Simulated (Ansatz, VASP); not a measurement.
# Two plane-wave programs on CuO

Contents of INCAR:

```
ALGO = Normal
EDIFF = 1E-8
ENCUT = 520
GGA = PE
GGA_COMPAT = F
ISIF = 2
ISMEAR = -1
LASPH = T
LCHARG = F
LEFG = T
LREAL = F
LWAVE = F
NBANDS = 16
NELM = 120
PREC = Accurate
SIGMA = 0.08
```

Contents of KPOINTS:

```
k-points
0
Gamma
  12 12 12
```

POSCAR

```
CuO
1.0
    2.6885489756      0.0000000000      0.0000000000
    0.0000000000      2.6885489756      0.0000000000
    0.0000000000      0.0000000000      2.6885489756
Cu O
1 1
Direct
    0.0000000000      0.0000000000      0.0000000000
    0.5000000000      0.5000000000      0.5000000000
```

Input for Ansatz:

```yaml
crystal:
  lattice:
    - [2.6885489756, 0.0, 0.0]
    - [0.0, 2.6885489756, 0.0]
    - [0.0, 0.0, 2.6885489756]
  atoms:
    - { symbol: Cu, position: [0.0, 0.0, 0.0] }
    - { symbol: O, position: [0.5, 0.5, 0.5] }
kpoints:
  mp_grid: { grid: [12, 12, 12] }
scf:
  occupations: { method: fermi_dirac, width: 0.08 }
hamiltonian:
  xc: pbe
  pseudopotentials: { kind: paw }
output:
  forces: true
  stress: true
  eigenvalues: true
  efg: { contact_densities: true }
```

Change from the starting cell: volume scaled by 1.06, PAW files.

Alike in both runs: task electric field gradients; functional PBE; k mesh 12 × 12 × 12; occupations fermi-dirac, width 0.08 eV; no spin polarisation.

```csv
,VASP,Ansatz
version,VASP 6.6.1,Ansatz 0.2.0
potentials or method,"VASP PAW PBE potentials, release 64 (Cu, O)","PAW with Ansatz's default frozen-core files, scalar-relativistic"
plane-wave cutoff (eV),520,420
valence electrons in the cell,17,25
```

|  | VASP | Ansatz | Ansatz less VASP |
| --- | --- | --- | --- |
| pressure (GPa) | -8.6 | -8.7 | -0.06 |

VASP's potentials hold 17 valence electrons a cell and Ansatz's 25, so a difference there can come from the potentials and not from the codes.
